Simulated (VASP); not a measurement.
# GaP (I-4m2) in VASP: further runs, part 2 of 2

VASP 6.6.1. The steps go on from the part before.

### Step 4. Single point, PBE (strain -0.0100 x Voigt [0, 1, 0, 0, 0, 0])

INCAR

```
SYSTEM = GaP
PREC = Accurate ; ENCUT = 520
EDIFF = 1E-6 ; ISMEAR = 0
SIGMA = 0.05 ; LREAL = .FALSE.
LASPH = .TRUE. ; NELM = 80
ALGO = Normal ; ISIF = 2
LWAVE = .FALSE. ; LCHARG = .FALSE.
GGA = PE ; NBANDS = 16
```

KPOINTS

```
Automatic mesh
0
G
  8 8 8
  0 0 0
```

POSCAR

```
GaP
1.0
    0.0000000000      2.6979975000      2.7252500000
    2.7252500000      0.0000000000      2.7252500000
    2.7252500000      2.6979975000      0.0000000000
Ga P
1 1
Direct
    0.0000000000      0.0000000000      0.0000000000
    0.7500000000      0.7500000000      0.7500000000
```

Potentials or basis: VASP PAW PBE potentials, release 64 (Ga_d, P).

Command:

```console
cat potpaw_PBE.64/Ga_d/POTCAR potpaw_PBE.64/P/POTCAR > POTCAR
mpirun -np 1 vasp_std > vasp.out
```

OUTCAR:

```text
SYSTEM = GaP
   PREC = Accurate
   ENCUT = 520
   EDIFF = 1E-6
   ISMEAR = 0
   LREAL = .FALSE.
   LASPH = .TRUE.
   NELM = 80
   ISIF = 2
   GGA = PE

 ion  position               nearest neighbor table
   1  0.000  0.000  0.000-   2 2.35   2 2.35   2 2.35   2 2.35
   2  0.750  0.750  0.750-   1 2.35   1 2.35   1 2.35   1 2.35

  LATTYP: Found a body centered tetragonal cell.
 ALAT       =     3.8540855109
 C/A-ratio  =     1.4000714267

  Lattice vectors:

 A1 = (   0.0000000000,  -2.6979975000,   2.7252500000)
 A2 = (   0.0000000000,  -2.6979975000,  -2.7252500000)
 A3 = (   2.7252500000,   2.6979975000,   0.0000000000)

Analysis of symmetry for initial positions (statically):
=====================================================================
 Subroutine PRICEL returns:
 Original cell was already a primitive cell.

 Routine SETGRP: Setting up the symmetry group for a
 body centered tetragonal supercell.

 Subroutine GETGRP returns: Found  8 space group operations
 (whereof  8 operations were pure point group operations)
 out of a pool of 16 trial point group operations.

The static configuration has the point symmetry D_2d.

Analysis of symmetry for dynamics (positions and initial velocities):
[... 162 lines left out ...]
 val. band max:        4.7926809708   @ k =   0.0000   0.0000   0.0000
 cond. band min:       6.3204113569   @ k =   0.3750   0.0000   0.3750
 fundamental gap:      1.5277303861
 Fermi energy:         5.0507173781

 k-point     1 :       0.0000    0.0000    0.0000
  band No.  band energies     occupation
      1      -9.8138      2.00000
      2      -9.8138      2.00000
      3      -9.8107      2.00000
      4      -9.7107      2.00000
      5      -9.7092      2.00000
      6      -7.8121      2.00000
[... 433 lines left out ...]
      3      -9.7842      2.00000
      4      -9.7172      2.00000
      5      -9.6993      2.00000
      6      -6.3210      2.00000
[... 8 lines left out ...]
     15      15.6587      0.00000
     16      15.6843      0.00000

 [... further k-points ...]

------------------------ aborting loop because EDIFF is reached ----------------------------------------

  FORCE on cell =-STRESS in cart. coord.  units (eV):
  Direction    XX          YY          ZZ          XY          YZ          ZX
  --------------------------------------------------------------------------------------
  -------------------------------------------------------------------------------------
  Total        0.7690542      0.9503386      0.7690542      0.0000000     -0.0000000      0.0000000
  in kB       30.7456227     37.9930980     30.7456227      0.0000000     -0.0000000      0.0000000
  external PRESSURE =      33.1614478 kB  Pullay stress =       0.0000000 kB

 VOLUME and BASIS-vectors are now :
 -----------------------------------------------------------------------------
  energy-cutoff  :      520.00
  volume of cell :       40.08
      direct lattice vectors                 reciprocal lattice vectors
     0.000000000  2.697997500  2.725250000    -0.183469406  0.185322633  0.183469406
     2.725250000  0.000000000  2.725250000     0.183469406 -0.185322633  0.183469406
     2.725250000  2.697997500  0.000000000     0.183469406  0.185322633 -0.183469406

 POSITION                                       TOTAL-FORCE (eV/Angst)
 -----------------------------------------------------------------------------------
      0.00000      0.00000      0.00000         0.000000     -0.000000     -0.000000
      4.08788      4.04700      4.08788        -0.000000      0.000000      0.000000
 -----------------------------------------------------------------------------------
    total drift:                               -0.000001     -0.000001     -0.000001

  FREE ENERGIE OF THE ION-ELECTRON SYSTEM (eV)
  ---------------------------------------------------
  free  energy   TOTEN  =        -9.1080920994 eV

  energy  without entropy=       -9.1080920994  energy(sigma->0) =       -9.10809210
```

OSZICAR:

```text
N       E                     dE             d eps       ncg     rms          rms(c)
DAV:   1     0.814980392274E+02    0.81498E+02   -0.89008E+03  1928   0.163E+03
DAV:   2    -0.323260513038E+01   -0.84731E+02   -0.80487E+02  2176   0.310E+02
DAV:   3    -0.928181171383E+01   -0.60492E+01   -0.60286E+01  2328   0.652E+01
DAV:   4    -0.937867084591E+01   -0.96859E-01   -0.96832E-01  2424   0.895E+00
DAV:   5    -0.938052660109E+01   -0.18558E-02   -0.18557E-02  2384   0.109E+00    0.430E+00
DAV:   6    -0.913528983809E+01    0.24524E+00   -0.37884E-01  2928   0.106E+01    0.285E+00
DAV:   7    -0.910727737725E+01    0.28012E-01   -0.97400E-02  2560   0.211E+00    0.113E+00
DAV:   8    -0.910755644860E+01   -0.27907E-03   -0.13448E-02  2232   0.141E+00    0.206E-01
DAV:   9    -0.910795405376E+01   -0.39761E-03   -0.13241E-03  2520   0.495E-01    0.793E-02
DAV:  10    -0.910802284571E+01   -0.68792E-04   -0.11125E-04  2912   0.119E-01    0.382E-02
DAV:  11    -0.910809240929E+01   -0.69564E-04   -0.93929E-05  2296   0.790E-02    0.503E-03
DAV:  12    -0.910809209945E+01    0.30985E-06   -0.25540E-06  2224   0.204E-02
   1 F= -.91080921E+01 E0= -.91080921E+01  d E =-.149456E-15
```

It took 78 s on 1 thread of AMD EPYC 7R13, shared host; peak memory 0.16 GiB.

What came out:

```
Free energy            : -9.1081 eV
Pressure               : 3.3 GPa
Band gap on the k mesh : 1.53 eV, indirect (least direct gap 1.87 eV)
```

Caveat: the cell differs from its parent crystal (strain -0.0100 x Voigt [0, 1, 0, 0, 0, 0]).

### Step 5. Single point, PBE (strain +0.0100 x Voigt [0, 1, 0, 0, 0, 0])

INCAR

```
PREC = Accurate
ENCUT = 520
EDIFF = 1E-6
ISMEAR = 0
SIGMA = 0.05
LREAL = False
LASPH = True
NELM = 80
ALGO = Normal
ISIF = 2
LWAVE = False
LCHARG = False
GGA = PE
NBANDS = 16
```

KPOINTS

```
regular mesh
0
Gamma
  8 8 8
```

POSCAR

```
GaP
1.0
    0.0000000000      2.7525025000      2.7252500000
    2.7252500000      0.0000000000      2.7252500000
    2.7252500000      2.7525025000      0.0000000000
Ga P
1 1
Direct
    0.0000000000      0.0000000000      0.0000000000
    0.7500000000      0.7500000000      0.7500000000
```

Potentials or basis: VASP PAW PBE potentials, release 64 (Ga_d, P).

Command:

```console
cat potpaw_PBE.64/Ga_d/POTCAR potpaw_PBE.64/P/POTCAR > POTCAR
mpirun -np 1 vasp_std > vasp.out
```

OUTCAR:

```text
PREC = Accurate
   ENCUT = 520
   EDIFF = 1E-6
   ISMEAR = 0
   LREAL = False
   LASPH = True
   NELM = 80
   ISIF = 2
   GGA = PE

 ion  position               nearest neighbor table
   1  0.000  0.000  0.000-   2 2.37   2 2.37   2 2.37   2 2.37
   2  0.750  0.750  0.750-   1 2.37   1 2.37   1 2.37   1 2.37

  LATTYP: Found a body centered tetragonal cell.
 ALAT       =     3.8540855109
 C/A-ratio  =     1.4283556980

  Lattice vectors:

 A1 = (   0.0000000000,  -2.7525025000,   2.7252500000)
[... 642 lines left out ...]

------------------------ aborting loop because EDIFF is reached ----------------------------------------

  FORCE on cell =-STRESS in cart. coord.  units (eV):
  Direction    XX          YY          ZZ          XY          YZ          ZX
  --------------------------------------------------------------------------------------
  -------------------------------------------------------------------------------------
  Total        0.4640324      0.2744061      0.4640324      0.0000000     -0.0000000      0.0000000
  in kB       18.1839594     10.7531068     18.1839594      0.0000000     -0.0000000      0.0000000
  external PRESSURE =      15.7070085 kB  Pullay stress =       0.0000000 kB

 VOLUME and BASIS-vectors are now :
 -----------------------------------------------------------------------------
  energy-cutoff  :      520.00
  volume of cell :       40.89
      direct lattice vectors                 reciprocal lattice vectors
     0.000000000  2.752502500  2.725250000    -0.183469406  0.181652878  0.183469406
     2.725250000  0.000000000  2.725250000     0.183469406 -0.181652878  0.183469406
     2.725250000  2.752502500  0.000000000     0.183469406  0.181652878 -0.183469406

 POSITION                                       TOTAL-FORCE (eV/Angst)
 -----------------------------------------------------------------------------------
      0.00000      0.00000      0.00000         0.000000     -0.000000      0.000000
      4.08788      4.12875      4.08788        -0.000000      0.000000     -0.000000
 -----------------------------------------------------------------------------------
    total drift:                               -0.000002     -0.000001     -0.000002

  FREE ENERGIE OF THE ION-ELECTRON SYSTEM (eV)
  ---------------------------------------------------
  free  energy   TOTEN  =        -9.1207044779 eV

  energy  without entropy=       -9.1207044779  energy(sigma->0) =       -9.12070448
```

Wall time 74 s (1 thread of AMD EPYC 7R13, shared host); peak memory 0.16 GiB.

What came out:

```
Free energy            : -9.1207 eV
Pressure               : 1.6 GPa
Band gap on the k mesh : 1.61 eV, indirect (least direct gap 1.72 eV)
```

Stress tensor (GPa, compression positive):
```
1.82 0.00 0.00
0.00 1.08 0.00
0.00 0.00 1.82
```

Levels at points of the mesh, in eV from the valence-band top:
| k point | band 5 | band 6 | band 7 | band 8 | band 9 | band 10 | band 11 | band 12 | band 13 | band 14 |
| --- | --- | --- | --- | --- | --- | --- | --- | --- | --- | --- |
| (0.00, 0.00, 0.00) | -14.46 | -12.44 | -0.06 | 0.00 | 0.00 | 1.72 | 3.87 | 3.87 | 3.89 | 8.74 |
| (0.50, 0.00, 0.00) | -14.45 | -10.40 | -6.59 | -1.16 | -1.08 | 1.62 | 4.67 | 4.74 | 8.25 | 10.80 |
| (0.50, 0.50, 0.00) | -14.43 | -9.50 | -6.70 | -2.69 | -2.68 | 1.63 | 1.78 | 10.49 | 10.50 | 11.11 |
| (0.50, 0.00, 0.50) | -14.44 | -9.55 | -6.77 | -2.62 | -2.62 | 1.70 | 1.88 | 10.51 | 10.51 | 11.03 |

Caveat: the cell differs from its parent crystal (strain +0.0100 x Voigt [0, 1, 0, 0, 0, 0]).

### Step 6. Summary

```tsv
cell	gap on the mesh (eV)	pressure (GPa)
a = 3.797, b = 3.854 Å, angles 59.5, 61.0, 59.5°, 2 atoms	1.30	5.2
a = 3.816, b = 3.854 Å, angles 59.7, 60.7, 59.7°, 2 atoms	1.41	4.3
a = 3.835, b = 3.854 Å, angles 59.8, 60.3, 59.8°, 2 atoms	1.53	3.3
a = 3.873, b = 3.854 Å, angles 60.2, 59.7, 60.2°, 2 atoms	1.61	1.6
```

Alike in all rows: task single point; level PBE; potentials or basis VASP PAW PBE potentials, release 64 (Ga_d, P); no spin polarisation; k mesh 8 × 8 × 8; cutoff (eV) 520; smearing gaussian 0.05 eV.

Absolute energies hang on the potentials; compare differences alone.
